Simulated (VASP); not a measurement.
# InSe (C2/m) in VASP: a series of runs

The runs below take InSe through single point, with PBEsol.

All numbers are computed with VASP 6.6.1; they aren't measurements. Logs are shortened: lines on timing, memory, paths and dates and some standing lists are left out, and cuts for length are marked.

### 1 The cell of the first run

It takes space group C2/m (No. 12, monoclinic). The conventional cell has a = 11.372 Å, b = 3.849 Å, c = 3.839 Å, α = 90.00°, β = 109.63°, γ = 90.00°. In (site symmetry m) has 5 Se at 2.57 to 2.72 Å and 1 In at 2.65 Å within 3.4 Å. Se (site symmetry m) has 5 In at 2.57 to 2.72 Å and 1 Se at 2.92 Å within 3.4 Å.

### 2 Single point, PBEsol

Input file INCAR:

```
SYSTEM = InSe
PREC = Accurate
ENCUT = 520
EDIFF = 1E-6
ISMEAR = -1
SIGMA = 0.05
LREAL = .FALSE.
LASPH = .TRUE.
NELM = 100
ALGO = Normal
ISIF = 2
LWAVE = .FALSE.
LCHARG = .TRUE.
GGA = PS
LELF = .TRUE.
LVHAR = .TRUE.
NBANDS = 27
```

Input file KPOINTS:

```
regular mesh
0
G
  7 7 6
  0 0 0
```

Input file POSCAR:

```
InSe
1.0
    5.6797183150     -1.9243433441      0.2692892865
    5.6797183150      1.9243433441      0.2692892865
   -1.4593257661      0.0000000000      3.5507380864
In Se
2 2
Direct
    0.8762366683      0.8762366683     -0.1230542221
    0.1237633317      0.1237633317      1.1230542221
    0.6362850093      0.6362850093      0.6357186098
    0.3637149907      0.3637149907      0.3642813902
```

Potentials or basis: VASP PAW PBE potentials, release 64 (In_d, Se).

The run is started by

```console
$ cat potpaw_PBE.64/In_d/POTCAR potpaw_PBE.64/Se/POTCAR > POTCAR
$ mpirun -np 1 vasp_std > vasp.out
```

OUTCAR:

```text
SYSTEM = InSe
   PREC = Accurate
   ENCUT = 520
   EDIFF = 1E-6
   ISMEAR = -1
   LREAL = .FALSE.
   LASPH = .TRUE.
   NELM = 100
   ISIF = 2
   GGA = PS

 ion  position               nearest neighbor table
   1  0.876  0.876  0.877-   3 2.57   2 2.65   4 2.72   4 2.72   4 2.72   4 2.72   2 3.83   2 3.83
                             2 3.84   2 3.84
   2  0.124  0.124  0.123-   4 2.57   1 2.65   3 2.72   3 2.72   3 2.72   3 2.72   1 3.83   1 3.83
                             1 3.84   1 3.84
   3  0.636  0.636  0.636-   1 2.57   2 2.72   2 2.72   2 2.72   2 2.72
   4  0.364  0.364  0.364-   2 2.57   1 2.72   1 2.72   1 2.72   1 2.72

  LATTYP: Found a base centered monoclinic cell.
 ALAT       =    11.3721971241
 B/A-ratio  =     0.3384294738
 C/A-ratio  =     0.3375714067
 COS(beta)  =    -0.3359083183

  Lattice vectors:

 A1 = (   5.6797183150,  -1.9243433441,   0.2692892865)
 A2 = (   5.6797183150,   1.9243433441,   0.2692892865)
 A3 = (  -1.4593257661,   0.0000000000,   3.5507380864)

Analysis of symmetry for initial positions (statically):
=====================================================================
 Subroutine PRICEL returns:
 Original cell was already a primitive cell.

 Routine SETGRP: Setting up the symmetry group for a
 base centered monoclinic supercell.

 Subroutine GETGRP returns: Found  4 space group operations
 (whereof  4 operations were pure point group operations)
 out of a pool of  4 trial point group operations.

The static configuration has the point symmetry C_2h.

Analysis of symmetry for dynamics (positions and initial velocities):
=====================================================================
 Subroutine PRICEL returns:
 Original cell was already a primitive cell.

 Routine SETGRP: Setting up the symmetry group for a
 base centered monoclinic supercell.

 Subroutine GETGRP returns: Found  4 space group operations
 (whereof  4 operations were pure point group operations)
 out of a pool of  4 trial point group operations.

The dynamic configuration has the point symmetry C_2h.

 Subroutine INISYM returns: Found  4 space group operations
 (whereof  4 operations are pure point group operations),
 and found     1 'primitive' translations

----------------------------------------------------------------------------------------

                                     Primitive cell

  volume of cell :      79.1297

  direct lattice vectors                    reciprocal lattice vectors
     5.679718315 -1.924343344  0.269289287     0.086349908 -0.259828893  0.035489141
     5.679718315  1.924343344  0.269289287     0.086349908  0.259828893  0.035489141
    -1.459325766  0.000000000  3.550738086    -0.013097618  0.000000000  0.276248567

  length of vectors
     6.002900479  6.002900479  3.838928581     0.276092085  0.276092085  0.276558888

  position of ions in fractional coordinates (direct lattice)
     0.876236668  0.876236668  0.876945778
     0.123763332  0.123763332  0.123054222
     0.636285009  0.636285009  0.635718610
     0.363714991  0.363714991  0.364281390

  ion indices of the primitive-cell ions
   primitive index   ion index
                 1           1
                 2           2
                 3           3
                 4           4

----------------------------------------------------------------------------------------

 KPOINTS: regular mesh

Automatic generation of k-mesh.
 Grid dimensions read from file:
 generate k-points for:    7    7    6

 Generating k-lattice:

  Cartesian coordinates                     Fractional coordinates (reciprocal lattice)
     0.012335701 -0.037118413  0.005069877     0.142857143 -0.000000000  0.000000000
     0.012335701  0.037118413  0.005069877    -0.000000000  0.142857143  0.000000000
    -0.002182936  0.000000000  0.046041428    -0.000000000 -0.000000000  0.166666667

  Length of vectors
     0.039441726  0.039441726  0.046093148

  Shift w.r.t. Gamma in fractional coordinates (k-lattice)
     0.000000000  0.000000000  0.000000000

 Subroutine IBZKPT returns following result:
 ===========================================

 Found     88 irreducible k-points:

 Following reciprocal coordinates:
            Coordinates               Weight
  0.000000  0.000000  0.000000      1.000000
  0.142857 -0.000000  0.000000      4.000000
  0.285714  0.000000  0.000000      4.000000
  0.428571  0.000000  0.000000      4.000000
  0.142857  0.142857  0.000000      2.000000
  0.285714  0.142857  0.000000      4.000000
[... 16 lines left out ...]
 -0.142857  0.000000  0.166667      4.000000
  0.142857  0.142857  0.166667      2.000000
 [... further k-points ...]
   k-points           NKPTS =     88   k-points in BZ     NKDIM =     88   number of bands    NBANDS=     27
   number of dos      NEDOS =    301   number of ions     NIONS =      4
   total plane-waves  NPLWV =  69120
   dimension x,y,z NGX =    48 NGY =   48 NGZ =   30
   dimension x,y,z NGXF=    96 NGYF=   96 NGZF=   60
   ions per type =               2   2
   NGX,Y,Z   is equivalent  to a cutoff of  13.29, 13.29, 12.99 a.u.
   NGXF,Y,Z  is equivalent  to a cutoff of  26.59, 26.59, 25.98 a.u.
 SYSTEM =  InSe
   PREC   = accura    normal or accurate (medium, high low for compatibility)
   ISTART =      0    job   : 0-new  1-cont  2-samecut
   ICHARG =      2    charge: 1-file 2-atom 10-const
   ISPIN  =      1    spin polarized calculation?
   LNONCOLLINEAR =      F non collinear calculations
   LSORBIT =      F    spin-orbit coupling
   LASPH  =      T    aspherical Exc in radial PAW
   ENCUT  =  520.0 eV  38.22 Ry    6.18 a.u.  11.16 11.16  7.14*2*pi/ulx,y,z
   NELM   =    100;   NELMIN=  2; NELMDL= -5     # of ELM steps
   EDIFF  = 0.1E-05   stopping-criterion for ELM
   LREAL  =      F    real-space projection
   EDIFFG = 0.1E-04   stopping-criterion for IOM
   NSW    =      0    number of steps for IOM
   IBRION =     -1    ionic relax: 0-MD 1-quasi-New 2-CG
   NFREE  =      0    steps in history (QN), initial steepest desc. (CG)
   ISIF   =      2    stress and relaxation
   ISYM   =      2    0-nonsym 1-usesym 2-fastsym
   POTIM  = 0.5000    time-step for ionic-motion
   TEBEG  =    0.0;   TEEND  =   0.0 temperature during run
   PSTRESS=    0.0 pullay stress
   NELECT =      38.0000    total number of electrons
   NUPDOWN=      -1.0000    fix difference up-down
   EMIN   =  10.00;   EMAX   =-10.00  energy-range for DOS
   EFERMI =   0.00;   METHOD = LEGACY
   ISMEAR =    -1;   SIGMA  =   0.05  broadening in eV -4-tet -1-fermi 0-gaus
   EFERMI_NEDOS =   21; number of points for ismear=-14 and -15
   IALGO  =     38    algorithm
   IMIX   =      4    mixing-type and parameters
     AMIX     =   0.40;   BMIX     =  1.00
     AMIX_MAG =   1.60;   BMIX_MAG =  1.00
  volume/ion in A,a.u.               =      19.78       133.50
  Fermi-wavevector in a.u.,A,eV,Ry     =   1.282005  2.422637 22.361663  1.643536
  Thomas-Fermi vector in A             =   2.414341
   LORBIT       =      0    0 simple, 1 ext, 2 COOP (PROOUT), +10 PAW based schemes
   GGA     = PS    functional components
   LHFCALC =     F    Hartree Fock is set to
   AEXX    =    0.0000 exact exchange contribution
   IVDW    =     0    specifies the selected vdW correction
   LEPSILON=     F    determine dielectric tensor
   LRPA    =     F    only Hartree local field effects (RPA)
 non-spin polarized calculation
  energy-cutoff  :      520.00
  volume of cell :       79.13
 maximum number of plane-waves:      2145
 NGX is ok and might be reduce to    48
   NGX = 23   NGY = 23   NGZ = 15

 number of electron      38.0000004 magnetization

 Free energy of the ion-electron system (eV)
  ---------------------------------------------------
  ext. energy  EPLUGINS =         0.00000000
  ---------------------------------------------------
  free energy    TOTEN  =       -14.56899491 eV

  energy without entropy =      -14.56406329  energy(sigma->0) =      -14.56652910

 E-fermi :   8.5197     XC(G=0): -11.1466

 val. band max:        8.5153203419   @ k =   0.2857   0.2857  -0.0000
 cond. band min:       8.5511623070   @ k =  -0.2857   0.2857   0.3333
 fundamental gap:      0.0358419651
 Fermi energy:         8.5197015918

 k-point     1 :       0.0000    0.0000    0.0000
  band No.  band energies     occupation
      1      -7.1506      2.00000
      2      -6.9004      2.00000
      3      -6.8097      2.00000
      4      -6.3869      2.00000
      5      -6.3866      2.00000
      6      -6.3851      2.00000
[... 19 lines left out ...]
     26      17.3435      0.00000
     27      17.3598      0.00000

 k-point     2 :       0.1429   -0.0000    0.0000
  band No.  band energies     occupation
      1      -7.0070      2.00000
      2      -6.9251      2.00000
      3      -6.6925      2.00000
      4      -6.4111      2.00000
      5      -6.4107      2.00000
      6      -6.3743      2.00000
[... 19 lines left out ...]
     26      16.4254      0.00000
     27      16.4329      0.00000

 k-point     3 :       0.2857    0.0000    0.0000
  band No.  band energies     occupation
      1      -6.9650      2.00000
      2      -6.6687      2.00000
      3      -6.4555      2.00000
      4      -6.4498      2.00000
      5      -6.4074      2.00000
      6      -6.4020      2.00000
[... 19 lines left out ...]
     26      15.5777      0.00000
     27      16.4809      0.00000

 k-point     4 :       0.4286    0.0000    0.0000
  band No.  band energies     occupation
      1      -6.9702      2.00000
      2      -6.5174      2.00000
      3      -6.4731      2.00000
      4      -6.4556      2.00000
      5      -6.4504      2.00000
      6      -6.3650      2.00000
[... 19 lines left out ...]
     26      15.3683      0.00000
     27      17.6055      0.00000
[... 516 lines left out ...]
      4      -6.4665      2.00000
      5      -6.4079      2.00000
      6      -6.3198      2.00000
[... 19 lines left out ...]
     26      16.5424      0.00000
     27      16.6025      0.00000

 k-point    23 :      -0.1429    0.0000    0.1667
  band No.  band energies     occupation
      1      -6.9451      2.00000
      2      -6.8029      2.00000
      3      -6.7598      2.00000
      4      -6.4390      2.00000
      5      -6.4002      2.00000
      6      -6.3462      2.00000
[... 19 lines left out ...]
     26      15.9184      0.00000
     27      17.2202      0.00000

 k-point    24 :       0.1429    0.1429    0.1667
  band No.  band energies     occupation
      1      -7.1884      2.00000
      2      -6.7302      2.00000
      3      -6.4448      2.00000
      4      -6.4285      2.00000
      5      -6.4068      2.00000
      6      -6.3902      2.00000
[... 19 lines left out ...]
     26      15.5449      0.00000
     27      16.5043      0.00000

 [... further k-points ...]

------------------------ aborting loop because EDIFF is reached ----------------------------------------

  FORCE on cell =-STRESS in cart. coord.  units (eV):
  Direction    XX          YY          ZZ          XY          YZ          ZX
  --------------------------------------------------------------------------------------
  -------------------------------------------------------------------------------------
  Total        9.9647001      9.9660709      9.9720549      0.0000000      0.0000000     -0.0035564
  in kB      201.7601979    201.7879533    201.9091134      0.0000000      0.0000000     -0.0720085
  external PRESSURE =     201.8190882 kB  Pullay stress =       0.0000000 kB

 VOLUME and BASIS-vectors are now :
 -----------------------------------------------------------------------------
  energy-cutoff  :      520.00
  volume of cell :       79.13
      direct lattice vectors                 reciprocal lattice vectors
     5.679718315 -1.924343344  0.269289287     0.086349908 -0.259828893  0.035489141
     5.679718315  1.924343344  0.269289287     0.086349908  0.259828893  0.035489141
    -1.459325766  0.000000000  3.550738086    -0.013097618  0.000000000  0.276248567

 POSITION                                       TOTAL-FORCE (eV/Angst)
 -----------------------------------------------------------------------------------
      8.67381      0.00000      3.58573         0.015459      0.000000      0.002970
      1.22631      0.00000      0.50359        -0.015459      0.000000     -0.002970
      6.30012      0.00000      2.59996        -0.012420      0.000000     -0.009492
      3.59999      0.00000      1.48936         0.012420      0.000000      0.009492
 -----------------------------------------------------------------------------------
    total drift:                               -0.000000      0.000000      0.000000

  FREE ENERGIE OF THE ION-ELECTRON SYSTEM (eV)
  ---------------------------------------------------
  free  energy   TOTEN  =       -14.5689949136 eV

  energy  without entropy=      -14.5640632932  energy(sigma->0) =      -14.56652910
```

Wall time 5 min (1 thread of Intel Xeon 8259CL, shared host); peak memory 0.35 GiB.

Results:

```
Free energy            : -14.5690 eV
Pressure               : 20.2 GPa
Largest force          : 0.016 eV/Å
Band gap on the k mesh : zero (bands 19 and 20 overlap by 0.83 eV)
```

Forces on the atoms (eV/Å):
```
In   0.015  0.000  0.003
In  -0.015  0.000 -0.003
Se  -0.012  0.000 -0.009
Se   0.012  0.000  0.009
```

Levels at points of the mesh, in eV from the Fermi level:
| k point | band 17 | band 18 | band 19 | band 20 | band 21 | band 22 |
| --- | --- | --- | --- | --- | --- | --- |
| (0.00, 0.00, 0.00) | -3.61 | -3.15 | -3.12 | 2.33 | 3.71 | 4.31 |
| (0.00, 0.00, 0.50) | -2.23 | -1.65 | 0.24 | 0.84 | 2.44 | 2.99 |

Caveat: the cell stands under pressure; the PAW data sets were made with another functional, which shifts forces and pressure a little; spin-orbit coupling is left out, which moves the levels of the heavy elements.

[end of part 1 of 2]
